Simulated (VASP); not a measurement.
# Zr (Fm-3m) in VASP: single point with PBE

Aim: the single point of Zr with PBE.

Program: VASP 6.6.1. These are calculated values, not measurements. Logs are shortened: lines on timing, memory, paths and dates and some standing lists are left out, and cuts for length are marked.

## (1) The cell of the first run

It takes space group Fm-3m (No. 225, cubic). The conventional cell has a = 4.529 Å, b = 4.529 Å, c = 4.529 Å, α = 90.00°, β = 90.00°, γ = 90.00°. Within 4.2 Å of Zr (site symmetry m-3m) lie 12 Zr at 3.20 Å.

## (2) Single point, PBE

Input file INCAR:

```
SYSTEM = Zr
PREC = Accurate
ENCUT = 500
EDIFF = 1E-6
ISMEAR = -1
SIGMA = 0.1
LREAL = .False.
LASPH = .True.
NELM = 120
ALGO = Normal
ISIF = 2
LWAVE = .False.
LCHARG = .False.
GGA = PE
NBANDS = 32
GGA_COMPAT = .False.
```

Input file KPOINTS:

```
regular mesh
0
Gamma
  2 2 2
  0 0 0
```

Input file POSCAR:

```
Zr
1.0
    4.5291420200      0.0000000000      0.0000000000
    0.0000000000      4.5291420200      0.0000000000
    0.0000000000      0.0000000000      4.5291420200
Zr
4
Direct
    0.5000000000      0.5000000000      0.0000000000
    0.0000000000      0.0000000000      0.0000000000
    0.5000000000      0.0000000000      0.5000000000
    0.0000000000      0.5000000000      0.5000000000
```

Potentials or basis: VASP PAW PBE potentials, release 64 (Zr_sv).

On the command line:

```console
$ cat potpaw_PBE.64/Zr_sv/POTCAR > POTCAR
$ mpirun -np 1 vasp_std > vasp.out
```

OUTCAR:

```text
SYSTEM = Zr
   PREC = Accurate
   ENCUT = 500
   EDIFF = 1E-6
   ISMEAR = -1
   LREAL = .False.
   LASPH = .True.
   NELM = 120
   ISIF = 2
   GGA = PE

 ion  position               nearest neighbor table
   1  0.500  0.500  0.000-   2 3.20   3 3.20   4 3.20   3 3.20   4 3.20   2 3.20   3 3.20   3 3.20
                             2 3.20   4 3.20   4 3.20   2 3.20
   2  0.000  0.000  0.000-   1 3.20   3 3.20   4 3.20   3 3.20   4 3.20   1 3.20   4 3.20   4 3.20
                             1 3.20   3 3.20   3 3.20   1 3.20
   3  0.500  0.000  0.500-   1 3.20   2 3.20   4 3.20   1 3.20   2 3.20   1 3.20   4 3.20   1 3.20
                             2 3.20   4 3.20   2 3.20   4 3.20
   4  0.000  0.500  0.500-   1 3.20   2 3.20   3 3.20   1 3.20   2 3.20   2 3.20   3 3.20   2 3.20
                             1 3.20   3 3.20   1 3.20   3 3.20

  LATTYP: Found a simple cubic cell.
 ALAT       =     4.5291420200

  Lattice vectors:

 A1 = (   4.5291420200,   0.0000000000,   0.0000000000)
 A2 = (   0.0000000000,   4.5291420200,   0.0000000000)
 A3 = (   0.0000000000,   0.0000000000,   4.5291420200)

Analysis of symmetry for initial positions (statically):
=====================================================================
 Subroutine PRICEL returns following result:

  LATTYP: Found a face centered cubic cell.
 ALAT       =     4.5291420200

  Lattice vectors:

 A1 = (   2.2645710100,  -2.2645710100,   0.0000000000)
 A2 = (   2.2645710100,   0.0000000000,   2.2645710100)
 A3 = (   0.0000000000,  -2.2645710100,   2.2645710100)

   4 primitive cells build up your supercell.

 Routine SETGRP: Setting up the symmetry group for a
 simple cubic supercell.

 Subroutine GETGRP returns: Found 48 space group operations
 (whereof 48 operations were pure point group operations)
 out of a pool of 48 trial point group operations.

The static configuration has the point symmetry O_h .

Analysis of symmetry for dynamics (positions and initial velocities):
=====================================================================
 Subroutine PRICEL returns following result:

  LATTYP: Found a face centered cubic cell.
 ALAT       =     4.5291420200

  Lattice vectors:

 A1 = (   2.2645710100,  -2.2645710100,   0.0000000000)
 A2 = (   2.2645710100,   0.0000000000,   2.2645710100)
 A3 = (   0.0000000000,  -2.2645710100,   2.2645710100)

   4 primitive cells build up your supercell.

 Routine SETGRP: Setting up the symmetry group for a
 simple cubic supercell.

 Subroutine GETGRP returns: Found 48 space group operations
 (whereof 48 operations were pure point group operations)
 out of a pool of 48 trial point group operations.

The dynamic configuration has the point symmetry O_h .

 Subroutine INISYM returns: Found 48 space group operations
 (whereof 48 operations are pure point group operations),
 and found     4 'primitive' translations

----------------------------------------------------------------------------------------

                                     Primitive cell

  volume of cell :      23.2267

  direct lattice vectors                    reciprocal lattice vectors
     2.264571010 -2.264571010  0.000000000     0.220792370 -0.220792370 -0.220792370
     2.264571010  0.000000000  2.264571010     0.220792370  0.220792370  0.220792370
     0.000000000 -2.264571010  2.264571010    -0.220792370 -0.220792370  0.220792370

  length of vectors
     3.202587035  3.202587035  3.202587035     0.382423603  0.382423603  0.382423603

  position of ions in fractional coordinates (direct lattice)
     0.000000000  1.000000000  0.000000000

  ion indices of the primitive-cell ions
   primitive index   ion index
                 1           1

----------------------------------------------------------------------------------------

 KPOINTS: regular mesh

Automatic generation of k-mesh.
 Grid dimensions read from file:
 generate k-points for:    2    2    2

 Generating k-lattice:

  Cartesian coordinates                     Fractional coordinates (reciprocal lattice)
     0.110396185  0.000000000  0.000000000     0.500000000  0.000000000  0.000000000
     0.000000000  0.110396185  0.000000000     0.000000000  0.500000000  0.000000000
     0.000000000  0.000000000  0.110396185     0.000000000  0.000000000  0.500000000

  Length of vectors
     0.110396185  0.110396185  0.110396185

  Shift w.r.t. Gamma in fractional coordinates (k-lattice)
     0.000000000  0.000000000  0.000000000

 Subroutine IBZKPT returns following result:
 ===========================================

 Found      4 irreducible k-points:

 Following reciprocal coordinates:
            Coordinates               Weight
  0.000000  0.000000  0.000000      1.000000
  0.500000  0.000000  0.000000      3.000000
  0.500000  0.500000  0.000000      3.000000
  0.500000  0.500000  0.500000      1.000000
   k-points           NKPTS =      4   k-points in BZ     NKDIM =      4   number of bands    NBANDS=     32
   number of dos      NEDOS =    301   number of ions     NIONS =      4
   total plane-waves  NPLWV =  46656
   dimension x,y,z NGX =    36 NGY =   36 NGZ =   36
   dimension x,y,z NGXF=    72 NGYF=   72 NGZF=   72
   ions per type =               4
   NGX,Y,Z   is equivalent  to a cutoff of  13.21, 13.21, 13.21 a.u.
   NGXF,Y,Z  is equivalent  to a cutoff of  26.43, 26.43, 26.43 a.u.
 SYSTEM =  Zr
   PREC   = accura    normal or accurate (medium, high low for compatibility)
   ISTART =      0    job   : 0-new  1-cont  2-samecut
   ICHARG =      2    charge: 1-file 2-atom 10-const
   ISPIN  =      1    spin polarized calculation?
   LNONCOLLINEAR =      F non collinear calculations
   LSORBIT =      F    spin-orbit coupling
   LASPH  =      T    aspherical Exc in radial PAW
   ENCUT  =  500.0 eV  36.75 Ry    6.06 a.u.   8.26  8.26  8.26*2*pi/ulx,y,z
   NELM   =    120;   NELMIN=  2; NELMDL= -5     # of ELM steps
   EDIFF  = 0.1E-05   stopping-criterion for ELM
   LREAL  =      F    real-space projection
   EDIFFG = 0.1E-04   stopping-criterion for IOM
   NSW    =      0    number of steps for IOM
   IBRION =     -1    ionic relax: 0-MD 1-quasi-New 2-CG
   NFREE  =      0    steps in history (QN), initial steepest desc. (CG)
   ISIF   =      2    stress and relaxation
   ISYM   =      2    0-nonsym 1-usesym 2-fastsym
   POTIM  = 0.5000    time-step for ionic-motion
   TEBEG  =    0.0;   TEEND  =   0.0 temperature during run
   PSTRESS=    0.0 pullay stress
   NELECT =      48.0000    total number of electrons
   NUPDOWN=      -1.0000    fix difference up-down
   EMIN   =  10.00;   EMAX   =-10.00  energy-range for DOS
   EFERMI =   0.00;   METHOD = LEGACY
   ISMEAR =    -1;   SIGMA  =   0.10  broadening in eV -4-tet -1-fermi 0-gaus
   EFERMI_NEDOS =   21; number of points for ismear=-14 and -15
   IALGO  =     38    algorithm
   IMIX   =      4    mixing-type and parameters
     AMIX     =   0.40;   BMIX     =  1.00
     AMIX_MAG =   1.60;   BMIX_MAG =  1.00
  volume/ion in A,a.u.               =      23.23       156.74
  Fermi-wavevector in a.u.,A,eV,Ry     =   1.313629  2.482398 23.478491  1.725620
  Thomas-Fermi vector in A             =   2.443938
   LORBIT       =      0    0 simple, 1 ext, 2 COOP (PROOUT), +10 PAW based schemes
   GGA     = PE    functional components
   LHFCALC =     F    Hartree Fock is set to
   AEXX    =    0.0000 exact exchange contribution
   IVDW    =     0    specifies the selected vdW correction
   LEPSILON=     F    determine dielectric tensor
   LRPA    =     F    only Hartree local field effects (RPA)
 non-spin polarized calculation
  energy-cutoff  :      500.00
  volume of cell :       92.91
 maximum number of plane-waves:      2373
 NGX is ok and might be reduce to    36
   NGX = 17   NGY = 17   NGZ = 17

 number of electron      48.0000001 magnetization

 Free energy of the ion-electron system (eV)
  ---------------------------------------------------
  ext. energy  EPLUGINS =         0.00000000
  ---------------------------------------------------
  free energy    TOTEN  =       -33.03298312 eV

  energy without entropy =      -32.50667314  energy(sigma->0) =      -32.76982813

 E-fermi :   8.6858     XC(G=0): -11.0781

 val. band max:        8.5770645219   @ k =   0.5000   0.0000   0.0000
 cond. band min:       8.7336676218   @ k =   0.5000   0.5000   0.0000
 fundamental gap:      0.1566030999
 Fermi energy:         8.6858385494

 k-point     1 :       0.0000    0.0000    0.0000
  band No.  band energies     occupation
      1     -39.7031      2.00000
      2     -39.5143      2.00000
      3     -39.5143      2.00000
      4     -39.5143      2.00000
      5     -18.1263      2.00000
      6     -18.1263      2.00000
[... 24 lines left out ...]
     31      12.3613      0.00000
     32      14.1554      0.00000

 k-point     2 :       0.5000    0.0000    0.0000
  band No.  band energies     occupation
      1     -39.6092      2.00000
      2     -39.6092      2.00000
      3     -39.5139      2.00000
      4     -39.5139      2.00000
      5     -17.8527      2.00000
      6     -17.8527      2.00000
[... 24 lines left out ...]
     31      11.5102      0.00000
     32      11.5102      0.00000

 k-point     3 :       0.5000    0.5000    0.0000
  band No.  band energies     occupation
      1     -39.5613      2.00000
      2     -39.5613      2.00000
      3     -39.5613      2.00000
      4     -39.5613      2.00000
      5     -17.9215      2.00000
      6     -17.9215      2.00000
[... 24 lines left out ...]
     31      10.9859      0.00000
     32      10.9859      0.00000

 k-point     4 :       0.5000    0.5000    0.5000
  band No.  band energies     occupation
      1     -39.5607      2.00000
      2     -39.5607      2.00000
      3     -39.5607      2.00000
      4     -39.5607      2.00000
      5     -18.1920      2.00000
      6     -18.1920      2.00000
[... 24 lines left out ...]
     31      10.0028      0.00000
     32      10.0028      0.00000

------------------------ aborting loop because EDIFF is reached ----------------------------------------

  FORCE on cell =-STRESS in cart. coord.  units (eV):
  Direction    XX          YY          ZZ          XY          YZ          ZX
  --------------------------------------------------------------------------------------
  -------------------------------------------------------------------------------------
  Total        3.1036623      3.1036623      3.1036623     -0.0000000      0.0000000     -0.0000000
  in kB       53.5226022     53.5226022     53.5226022     -0.0000000      0.0000000     -0.0000000
  external PRESSURE =      53.5226022 kB  Pullay stress =       0.0000000 kB

 VOLUME and BASIS-vectors are now :
 -----------------------------------------------------------------------------
  energy-cutoff  :      500.00
  volume of cell :       92.91
      direct lattice vectors                 reciprocal lattice vectors
     4.529142020  0.000000000  0.000000000     0.220792370  0.000000000  0.000000000
     0.000000000  4.529142020  0.000000000     0.000000000  0.220792370  0.000000000
     0.000000000  0.000000000  4.529142020     0.000000000  0.000000000  0.220792370

 POSITION                                       TOTAL-FORCE (eV/Angst)
 -----------------------------------------------------------------------------------
      2.26457      2.26457      0.00000        -0.000000      0.000000      0.000000
      0.00000      0.00000      0.00000        -0.000000      0.000000      0.000000
      2.26457      0.00000      2.26457         0.000000      0.000000     -0.000000
      0.00000      2.26457      2.26457         0.000000     -0.000000     -0.000000
 -----------------------------------------------------------------------------------
    total drift:                                0.000000      0.000000      0.000000

  FREE ENERGIE OF THE ION-ELECTRON SYSTEM (eV)
  ---------------------------------------------------
  free  energy   TOTEN  =       -33.0329831214 eV

  energy  without entropy=      -32.5066731383  energy(sigma->0) =      -32.76982813
```

Wall time 13 s (1 thread of Intel Xeon Platinum 8488C (Sapphire Rapids), shared host); peak memory 0.19 GiB.

What came out:

```
Free energy            : -33.0330 eV
Pressure               : 5.4 GPa
Band gap on the k mesh : zero (band 24 reaches 9.95 eV, above the bottom of band 25 at 8.58 eV)
```

Levels at points of the mesh, in eV from the Fermi level:
| k point | band 21 | band 22 | band 23 | band 24 | band 25 | band 26 |
| --- | --- | --- | --- | --- | --- | --- |
| (0.00, 0.00, 0.00) | -1.90 | -1.90 | -1.90 | 1.26 | 1.26 | 1.26 |
| (0.50, 0.00, 0.00) | -0.64 | -0.64 | -0.11 | -0.11 | -0.11 | -0.11 |
| (0.50, 0.50, 0.00) | -0.13 | -0.13 | -0.13 | -0.13 | 0.05 | 0.05 |
| (0.50, 0.50, 0.50) | 1.07 | 1.07 | 1.07 | 1.07 | 1.07 | 1.07 |

Caveat: the k points lie up to 0.69 Å⁻¹ apart.
